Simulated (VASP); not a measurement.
Ga3PN2:

```
CELL_PARAMETERS angstrom
5.22632 0.00000 0.00000
-2.61316 4.52613 0.00000
0.00000 0.00000 4.32794
ATOMIC_POSITIONS crystal
Ga 0.50000 0.00000 0.50000
Ga 0.00000 0.50000 0.50000
Ga 0.50000 0.50000 0.50000
P 0.00000 0.00000 0.00000
N 0.33333 0.66667 0.00000
N 0.66667 0.33333 0.00000
```

| Item | Value |
| --- | --- |
| Program | VASP 6.6.1 |
| Task | relaxation of cell and atoms |
| Functional | PBE |
| Potentials or basis | VASP PAW PBE potentials, release 64 (Ga_d, P, N) |
| Cutoff | 600 eV |
| k mesh | 6 × 6 × 4 |
| Occupations | gaussian, width 0.1 eV |
| Spin | collinear spin, ferromagnetic start |
| Starting moments | [0.0, 0.0, 0.0, 0.0, 1.0, 1.0] μB |

At the start: pressure -8.9 GPa; volume 17.06 Å³/atom.

Question: How do energy, volume and symmetry change on relaxing?

Answer: Over 18 steps the energy falls by 1003.5 meV/atom and the volume is 13.06 Å³/atom (-23.5 %); space group P6/mmm (No. 191, to 0.05 Å); moment 0.00 μB per cell.

Step by step:
| step | energy change (eV) | largest force (eV/Å) | pressure (GPa) | volume (Å³) |
| --- | --- | --- | --- | --- |
| 1 | 0.0000 | 0.0000 | -8.87 | 102.38 |
| 2 | -1.1385 | 0.0000 | -5.09 | 88.88 |
| 3 | 0.5277 | 0.0000 | 93.65 | 54.13 |
| 4 | -1.6689 | 0.0000 | 3.21 | 80.18 |
| 5 | -1.7961 | 0.0000 | 12.18 | 74.32 |
| 6 | -2.2881 | 0.0000 | 15.90 | 72.03 |
| 7 | -4.1737 | 0.0000 | 31.10 | 64.68 |
| 8 | 14.6298 | 0.0000 | 224.47 | 47.64 |
| 9 | -4.2598 | 0.0000 | 35.58 | 63.59 |
| 10 | -4.8557 | 0.0000 | 32.36 | 64.73 |
| 11 | -4.9044 | 0.0000 | 31.29 | 65.63 |
| 12 | -4.9383 | 0.0000 | 31.43 | 65.38 |
| 13 | -5.4451 | 0.0000 | 20.94 | 68.42 |
| 14 | -5.9884 | 0.0000 | 4.10 | 75.75 |
| 15 | -6.0171 | 0.0000 | 0.68 | 77.79 |
| 16 | -6.0176 | 0.0000 | 0.14 | 78.12 |
| 17 | -6.0197 | 0.0000 | 0.08 | 78.20 |
| 18 | -6.0213 | 0.0000 | 0.01 | 78.36 |

Final structure:
```
Ga P N
1.0
     5.62548    0.00000    0.00000
    -2.81274    4.87181    0.00000
     0.00000    0.00000    2.85919
Ga P N
3 1 2
Direct
  0.50000 0.00000 0.50000
  0.00000 0.50000 0.50000
  0.50000 0.50000 0.50000
  0.00000 0.00000 0.00000
  0.33333 0.66667 0.00000
  0.66667 0.33333 0.00000
```

Caveat: the k points lie up to 0.55 Å⁻¹ apart in the final cell; the volume moved by over 15 % at a fixed basis, so the end points are rough.
